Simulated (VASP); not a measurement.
# MgSn2N2 (Pm) in VASP: single point with PBE

Aim: the single point of MgSn2N2 with PBE.

Everything below comes from runs of VASP 6.6.1. Logs are shortened: lines on timing, memory, paths and dates and some standing lists are left out, and cuts for length are marked.

## (1) The cell of the first run

It takes space group Pm (No. 6, monoclinic). Conventional cell: a = 3.361 Å, b = 3.361 Å, c = 8.188 Å, α = 90.00°, β = 90.00°, γ = 90.00°. Mg (site symmetry m) has 4 N at 2.09 to 2.10 Å within 2.8 Å. Sn (site symmetry m) has 2 N at 2.11 Å within 2.8 Å. Sn (site symmetry m) has 2 N at 1.95 to 2.27 Å within 2.6 Å. Within 2.6 Å of N (site symmetry m) lie 2 Sn at 1.95 to 2.27 Å and 2 Mg at 2.10 Å. Within 2.8 Å of N (site symmetry m) lie 2 Mg at 2.09 Å and 2 Sn at 2.11 Å.

## (2) Single point, PBE

Contents of INCAR:

```
SYSTEM = MgSn2N2
PREC = Accurate
ENCUT = 520
EDIFF = 1E-6
ISMEAR = 0
SIGMA = 0.1
LREAL = .FALSE.
LASPH = .TRUE.
NELM = 100
ALGO = Normal
ISIF = 2
LWAVE = .FALSE.
LCHARG = .FALSE.
GGA = PE
NBANDS = 28
```

Contents of KPOINTS:

```
Automatic mesh
0
G
  2 2 1
  0 0 0
```

Contents of POSCAR:

```
MgSn2N2
1.0
    3.3605490000      0.0000000000      0.0000000000
    0.0000000000      3.3605490000      0.0000000000
    0.0000000000      0.0000000000      8.1883940000
Mg Sn N
1 2 2
Direct
    0.5000000000      0.5000000000      0.0000000000
    0.0000000000      0.0000000000      0.6921370000
    0.0000000000      0.0000000000      0.3078630000
    0.0000000000      0.5595140853      0.1526980000
    0.5000000000      0.0000000000      0.8473020000
```

Potentials or basis: VASP PAW PBE potentials, release 64 (Mg, Sn_d, N).

Command:

```console
$ cat potpaw_PBE.64/Mg/POTCAR potpaw_PBE.64/Sn_d/POTCAR potpaw_PBE.64/N/POTCAR > POTCAR
$ mpirun -np 1 vasp_std > vasp.out
```

OUTCAR:

```text
SYSTEM = MgSn2N2
   PREC = Accurate
   ENCUT = 520
   EDIFF = 1E-6
   ISMEAR = 0
   LREAL = .FALSE.
   LASPH = .TRUE.
   NELM = 100
   ISIF = 2
   GGA = PE

 ion  position               nearest neighbor table
   1  0.500  0.500  0.000-   5 2.09   5 2.09   4 2.10   4 2.10   2 3.46   3 3.46   2 3.46   2 3.46
                             3 3.46   3 3.46   2 3.46   3 3.46
   2  0.000  0.000  0.692-   5 2.11   5 2.11   3 3.15   1 3.46   1 3.46   1 3.46   1 3.46
   3  0.000  0.000  0.308-   4 1.95   4 2.27   2 3.15   1 3.46   1 3.46   1 3.46   1 3.46
   4  0.000  0.560  0.153-   3 1.95   1 2.10   1 2.10   3 2.27
   5  0.500  0.000  0.847-   1 2.09   1 2.09   2 2.11   2 2.11

  LATTYP: Found a simple tetragonal cell.
 ALAT       =     3.3605490000
 C/A-ratio  =     2.4366238969

  Lattice vectors:

 A1 = (   3.3605490000,   0.0000000000,   0.0000000000)
 A2 = (   0.0000000000,   3.3605490000,   0.0000000000)
 A3 = (   0.0000000000,   0.0000000000,   8.1883940000)

Analysis of symmetry for initial positions (statically):
=====================================================================
 Subroutine PRICEL returns:
 Original cell was already a primitive cell.

 Routine SETGRP: Setting up the symmetry group for a
 simple tetragonal supercell.

 Subroutine GETGRP returns: Found  2 space group operations
 (whereof  2 operations were pure point group operations)
 out of a pool of 16 trial point group operations.

The static configuration has the point symmetry C_1h.

Analysis of symmetry for dynamics (positions and initial velocities):
=====================================================================
 Subroutine PRICEL returns:
 Original cell was already a primitive cell.

 Routine SETGRP: Setting up the symmetry group for a
 simple tetragonal supercell.

 Subroutine GETGRP returns: Found  2 space group operations
 (whereof  2 operations were pure point group operations)
 out of a pool of 16 trial point group operations.

The dynamic configuration has the point symmetry C_1h.

 Subroutine INISYM returns: Found  2 space group operations
 (whereof  2 operations are pure point group operations),
 and found     1 'primitive' translations

----------------------------------------------------------------------------------------

                                     Primitive cell

  volume of cell :      92.4739

[... 72 lines left out ...]
   NELM   =    100;   NELMIN=  2; NELMDL= -5     # of ELM steps
   EDIFF  = 0.1E-05   stopping-criterion for ELM
   LREAL  =      F    real-space projection
   EDIFFG = 0.1E-04   stopping-criterion for IOM
   NSW    =      0    number of steps for IOM
   IBRION =     -1    ionic relax: 0-MD 1-quasi-New 2-CG
   NFREE  =      0    steps in history (QN), initial steepest desc. (CG)
   ISIF   =      2    stress and relaxation
   ISYM   =      2    0-nonsym 1-usesym 2-fastsym
   POTIM  = 0.5000    time-step for ionic-motion
   TEBEG  =    0.0;   TEEND  =   0.0 temperature during run
   PSTRESS=    0.0 pullay stress
   NELECT =      40.0000    total number of electrons
   NUPDOWN=      -1.0000    fix difference up-down
   EMIN   =  10.00;   EMAX   =-10.00  energy-range for DOS
   EFERMI =   0.00;   METHOD = LEGACY
   ISMEAR =     0;   SIGMA  =   0.10  broadening in eV -4-tet -1-fermi 0-gaus
   EFERMI_NEDOS =   21; number of points for ismear=-14 and -15
   IALGO  =     38    algorithm
   IMIX   =      4    mixing-type and parameters
     AMIX     =   0.40;   BMIX     =  1.00
     AMIX_MAG =   1.60;   BMIX_MAG =  1.00
  volume/ion in A,a.u.               =      18.49       124.81
  Fermi-wavevector in a.u.,A,eV,Ry     =   1.238098  2.339666 20.856196  1.532887
  Thomas-Fermi vector in A             =   2.372638
   LORBIT       =      0    0 simple, 1 ext, 2 COOP (PROOUT), +10 PAW based schemes
   GGA     = PE    functional components
   LHFCALC =     F    Hartree Fock is set to
   AEXX    =    0.0000 exact exchange contribution
   IVDW    =     0    specifies the selected vdW correction
   LEPSILON=     F    determine dielectric tensor
   LRPA    =     F    only Hartree local field effects (RPA)
 non-spin polarized calculation
 Gauss-broadening in eV      SIGMA  =   0.10
  energy-cutoff  :      520.00
  volume of cell :       92.47
 maximum number of plane-waves:      2504
 NGX is ok and might be reduce to    28
   NGX = 13   NGY = 13   NGZ = 31

 number of electron      40.0000007 magnetization

 Free energy of the ion-electron system (eV)
  ---------------------------------------------------
  ext. energy  EPLUGINS =         0.00000000
  ---------------------------------------------------
  free energy    TOTEN  =       -25.16718273 eV

  energy without entropy =      -25.14564683  energy(sigma->0) =      -25.15641478

 E-fermi :   5.2948     XC(G=0):  -9.7764

 val. band max:        5.2193936014   @ k =   0.5000   0.0000   0.0000
 cond. band min:       5.3669173831   @ k =   0.5000   0.0000   0.0000
 fundamental gap:      0.1475237816
 Fermi energy:         5.2947954224

 k-point     1 :       0.0000    0.0000    0.0000
  band No.  band energies     occupation
      1     -15.7640      2.00000
      2     -15.7014      2.00000
      3     -15.5792      2.00000
      4     -15.5572      2.00000
      5     -15.5193      2.00000
      6     -15.4840      2.00000
[... 113 lines left out ...]
     27      11.2235      0.00000
     28      12.4535      0.00000

------------------------ aborting loop because EDIFF is reached ----------------------------------------

  FORCE on cell =-STRESS in cart. coord.  units (eV):
  Direction    XX          YY          ZZ          XY          YZ          ZX
  --------------------------------------------------------------------------------------
  -------------------------------------------------------------------------------------
  Total        3.5707949      4.3676171     -2.0062794      0.0000000      2.3825954      0.0000000
  in kB       61.8666068     75.6721281    -34.7602424      0.0000000     41.2801899      0.0000000
  external PRESSURE =      34.2594975 kB  Pullay stress =       0.0000000 kB

 VOLUME and BASIS-vectors are now :
 -----------------------------------------------------------------------------
  energy-cutoff  :      520.00
  volume of cell :       92.47
      direct lattice vectors                 reciprocal lattice vectors
     3.360549000  0.000000000  0.000000000     0.297570427  0.000000000  0.000000000
     0.000000000  3.360549000  0.000000000     0.000000000  0.297570427  0.000000000
     0.000000000  0.000000000  8.188394000     0.000000000  0.000000000  0.122124070

 POSITION                                       TOTAL-FORCE (eV/Angst)
 -----------------------------------------------------------------------------------
      1.68027      1.68027      0.00000         0.000000      0.146492      0.027145
      0.00000      0.00000      5.66749         0.000000     -0.504463     -0.185514
      0.00000      0.00000      2.52090         0.000000      2.475289      1.094220
      0.00000      1.88027      1.25035         0.000000     -2.313486     -1.241098
      1.68027      0.00000      6.93804         0.000000      0.196169      0.305246
 -----------------------------------------------------------------------------------
    total drift:                               -0.000000      0.000069     -0.000163

  FREE ENERGIE OF THE ION-ELECTRON SYSTEM (eV)
  ---------------------------------------------------
  free  energy   TOTEN  =       -25.1671827268 eV

  energy  without entropy=      -25.1456468333  energy(sigma->0) =      -25.15641478
```

OSZICAR:

```text
N       E                     dE             d eps       ncg     rms          rms(c)
DAV:   1     0.384382789871E+03    0.38438E+03   -0.19875E+04   228   0.192E+03
DAV:   2     0.258627971796E+02   -0.35852E+03   -0.34404E+03   240   0.495E+02
DAV:   3    -0.283094425400E+02   -0.54172E+02   -0.52780E+02   256   0.169E+02
DAV:   4    -0.312206041726E+02   -0.29112E+01   -0.28793E+01   280   0.428E+01
DAV:   5    -0.312996793767E+02   -0.79075E-01   -0.79016E-01   244   0.717E+00    0.140E+01
DAV:   6    -0.254725616326E+02    0.58271E+01   -0.32460E+01   328   0.475E+01    0.702E+00
DAV:   7    -0.251948173848E+02    0.27774E+00   -0.39659E+00   236   0.123E+01    0.367E+00
DAV:   8    -0.251735356000E+02    0.21282E-01   -0.73632E-01   324   0.475E+00    0.127E+00
DAV:   9    -0.251659042769E+02    0.76313E-02   -0.42975E-02   292   0.182E+00    0.407E-01
DAV:  10    -0.251665682637E+02   -0.66399E-03   -0.91358E-03   284   0.764E-01    0.238E-01
DAV:  11    -0.251670045458E+02   -0.43628E-03   -0.21142E-03   284   0.321E-01    0.729E-02
DAV:  12    -0.251671790675E+02   -0.17452E-03   -0.44845E-04   308   0.205E-01    0.381E-02
DAV:  13    -0.251671705753E+02    0.84922E-05   -0.87786E-05   288   0.101E-01    0.186E-02
DAV:  14    -0.251671799905E+02   -0.94152E-05   -0.37634E-05   244   0.392E-02    0.794E-03
DAV:  15    -0.251671820089E+02   -0.20184E-05   -0.31592E-06   252   0.122E-02    0.400E-03
DAV:  16    -0.251671827268E+02   -0.71793E-06   -0.15047E-06   196   0.765E-03
   1 F= -.25167183E+02 E0= -.25156415E+02  d E =-.215359E-01
```

stdout:

```text
POSCAR found type information on POSCAR MgSnN
 POSCAR found :  3 types and       5 ions
 scaLAPACK will be used
 LDA part: xc-table for (Slater+PW92), standard interpolation
 POSCAR, INCAR and KPOINTS ok, starting setup
 FFT: planning ... GRIDC
 FFT: planning ... GRID_SOFT
 FFT: planning ... GRID
 WAVECAR not read
 entering main loop
```

Wall time 33 s (1 thread of Intel Xeon 6975P-C, shared host); peak memory 0.21 GiB.

What came out:

* Free energy: -25.1672 eV
* Pressure: 3.4 GPa
* Largest force: 2.706 eV/Å
* Band gap on the k mesh: zero (band 20 reaches 5.55 eV, above the bottom of band 21 at 4.39 eV)

Forces in eV/Å, atoms in the order of the input:
```
Mg   0.000  0.146  0.027
Sn   0.000 -0.504 -0.186
Sn   0.000  2.475  1.094
N    0.000 -2.313 -1.241
N    0.000  0.196  0.305
```

Stress tensor (GPa, compression positive):
```
 6.19  0.00  0.00
 0.00  7.57  4.13
 0.00  4.13 -3.48
```

Caveat: the k points lie up to 0.93 Å⁻¹ apart; spin-orbit coupling is left out, which moves the levels of the heavy elements; forces of over 1 eV/Å act on the atoms, so gaps and moduli don't describe the material at rest.
